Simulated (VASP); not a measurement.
A run of VASP 6.6.1:

The input INCAR:

```
SYSTEM = Ru
ALGO     = Fast           ! electronic algorithm
EDIFF    = 1E-8           ! SCF threshold, eV
ENCUT    = 520            ! plane-wave cutoff, eV
GGA      = CA             ! functional
ISIF     = 2              ! what is computed and relaxed
ISMEAR   = 1              ! smearing method
LASPH    = .TRUE.         ! aspherical terms in the spheres
LCHARG   = .FALSE.        ! write CHGCAR
LEFG     = .TRUE.       
LREAL    = .FALSE.        ! projectors in reciprocal space
LWAVE    = .FALSE.        ! write WAVECAR
NBANDS   = 21             ! bands
NELM     = 100            ! most SCF steps
PREC     = Accurate       ! precision mode
SIGMA    = 0.12           ! smearing width, eV
```

KPOINTS

```
k-points
0
G
  3 3 1
  0 0 0
```

File POSCAR:

```
Ru
1.0
    2.7078263433      0.0000000000      0.0000000000
   -1.3539131716      2.3450464023      0.0000000000
    0.0000000000      0.0000000000      4.2681017800
Ru
2
Direct
    0.3333333333      0.6666666667      0.2500000000
    0.6666666667      0.3333333333      0.7500000000
```

Potentials or basis: VASP PAW LDA potentials, release 64 (Ru_pv).

Command:

```bash
$ cat potpaw_LDA.64/Ru_pv/POTCAR > POTCAR
$ mpirun -np 1 vasp_std > vasp.out
```

Hardware: 1 thread of Intel Xeon 6975P-C, with other jobs on the host.

Question: Estimate the wall time of this run.

Answer: It took 2 s on 1 thread of Intel Xeon 6975P-C, with other jobs on the host, peak memory 0.12 GiB. Counts: scf iterations 16, k points 3.
